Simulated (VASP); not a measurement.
Input of a VASP 6.6.1 run:

The input POSCAR:

```
N
1.0
    9.0000000000      0.0000000000      0.0000000000
    0.0000000000      9.5000000000      0.0000000000
    0.0000000000      0.0000000000     10.0000000000
N
2
Direct
    0.5000000000      0.5000000000      0.4453607750
    0.5000000000      0.5000000000      0.5546392250
```

The input INCAR.step1:

```
SYSTEM = N
  PREC = Accurate
  ENCUT = 1080
  ISMEAR = -1
  SIGMA = 0.05
  LREAL = .FALSE.
  LASPH = .TRUE.
  NELM = 120
  NBANDS = 12
  GGA = PE
  ALGO = Normal
  EDIFF = 1E-5
  LWAVE = .TRUE.
  LCHARG = .FALSE.
  GGA_COMPAT = .FALSE.
  NELMDL = -8
```

File INCAR.step2:

```
SYSTEM = N
  PREC = Accurate
  ENCUT = 1080
  EDIFF = 1E-6
  ISMEAR = -1
  SIGMA = 0.05
  LREAL = .FALSE.
  LASPH = .TRUE.
  NELM = 120
  ALGO = Normal
  ISIF = 2
  LWAVE = .FALSE.
  LCHARG = .TRUE.
  METAGGA = R2SCAN
  LMIXTAU = .TRUE.
  LELF = .TRUE.
  LVHAR = .TRUE.
  NBANDS = 12
  ISTART = 1
  GGA_COMPAT = .FALSE.
```

The input KPOINTS:

```
regular mesh
0
G
  1 1 1
  0 0 0
```

Potentials or basis: VASP PAW PBE potentials, release 64 (N_h).

The run is started by

```bash
$ cat potpaw_PBE.64/N_h/POTCAR > POTCAR
$ cp INCAR.step1 INCAR
$ mpirun -np 1 vasp_gam > vasp.out
$ cp INCAR.step2 INCAR
$ mpirun -np 1 vasp_gam > vasp.out
```

(1) Predict the gap between the frontier levels.

(2) Predict the largest force.

## Answers

(1) 9.15 eV.

(2) 0.047 eV/Å.

Caveat: the PAW data sets were made with another functional, which shifts forces and pressure a little.
